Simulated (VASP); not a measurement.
Here is a VASP 6.6.1 calculation.

Contents of INCAR:

```
SYSTEM = C
  PREC = Accurate
  ENCUT = 520
  EDIFF = 1E-7
  ISMEAR = 0
  SIGMA = 0.05
  LREAL = .False.
  LASPH = .True.
  NELM = 60
  ALGO = Normal
  ISIF = 2
  LWAVE = .False.
  LCHARG = .False.
  NBANDS = 11
```

File KPOINTS:

```
regular mesh
0
Gamma
  12 12 12
  0 0 0
```

POSCAR

```
C
1.0
    0.0000000000      1.9445543299      1.6730671760
    1.6796888139      0.0000000000      1.6730671760
    1.6796888139      1.9445543299      0.0000000000
C
2
Direct
    0.5000000000      0.5000000000      0.5000000000
    0.7500000000      0.7500000000      0.7500000000
```

Potentials or basis: VASP PAW LDA potentials, release 64 (C).

Launch:

```sh
$ cat potpaw_LDA.64/C/POTCAR > POTCAR
$ mpirun -np 1 vasp_std > vasp.out
```

**Question.** Predict the band gap on the k mesh.

**Answer.** 2.25 eV, indirect (least direct gap 4.31 eV).

**Question.** Estimate the pressure.

**Answer.** 5.8 GPa.

Stress tensor (GPa, compression positive):
```
  58.89    0.00    0.00
   0.00 -102.94    0.00
   0.00    0.00   61.51
```

Caveat: the cell differs from its parent crystal (strain +e along x and -e along y -0.0750, strain +e along z and -e/2 along x and y -0.0525). A k mesh can miss the band edges.
